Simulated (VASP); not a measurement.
**SnO2: single point with PBEsol**

Crystal: SnO2.

```
Sn O
1.0
     4.72097    0.00000    0.00000
     0.00000    4.72237    0.00000
     0.00000    0.00000    3.34046
Sn O
2 4
Direct
  0.50000 0.50000 0.50000
  0.00000 0.00000 0.00000
  0.30688 0.30696 0.00000
  0.80688 0.19304 0.50000
  0.19312 0.80696 0.50000
  0.69312 0.69304 0.00000
```

This cell differs from its parent crystal: uniaxial strain along c: +4.0 %.

```yaml
Program: VASP 6.6.1
Task: single point
Functional: PBEsol
Potentials_or_basis: VASP PAW PBE potentials, release 64 (Sn_d, O)
Cutoff: 520 eV
k_mesh: 6 × 6 × 8
Occupations: gaussian, width 0.02 eV
Spin: no spin polarisation
```

```json
{
  "Pressure": "-4.5 GPa",
  "Largest force": "0.078 eV/Å",
  "Band gap on the k mesh": "0.56 eV, direct"
}
```

Forces on the atoms (eV/Å):
```
Sn   0.000  0.000  0.000
Sn   0.000  0.000  0.000
O    0.055  0.055  0.000
O    0.055 -0.055  0.000
O   -0.055  0.055  0.000
O   -0.055 -0.055  0.000
```

Stress tensor (GPa, compression positive):
```
 -1.19   0.00   0.00
  0.00  -1.21   0.00
  0.00   0.00 -11.17
```

Levels at points of the mesh, in eV from the valence-band top:
```
           k point  band 24  band 25  band 26  band 27  band 28  band 29
(0.00, 0.00, 0.00)    -0.70    -0.69     0.00     0.56     5.24     5.62
(0.50, 0.00, 0.00)    -1.29    -0.58    -0.58     3.90     3.90     6.36
(0.00, 0.50, 0.00)    -1.29    -0.58    -0.58     3.90     3.90     6.36
(0.50, 0.50, 0.00)    -1.46    -0.76    -0.76     4.16     4.16     6.89
(0.00, 0.00, 0.50)    -1.60    -1.19    -1.19     5.58     5.58     9.40
(0.50, 0.00, 0.50)    -1.00    -0.63    -0.63     5.92     5.92     7.79
(0.00, 0.50, 0.50)    -1.00    -0.63    -0.63     5.92     5.92     7.79
(0.50, 0.50, 0.50)    -0.88    -0.71    -0.71     4.40     4.40     8.54
```

Run time: 6.2 min on 1 thread of AMD EPYC 7R13, on a shared host, peak memory 0.26 GiB.

Caveat: the cell differs from its parent crystal (uniaxial strain along c: +4.0 %); the PAW data sets were made with another functional, which shifts forces and pressure a little; spin-orbit coupling is left out, which moves the levels of the heavy elements.
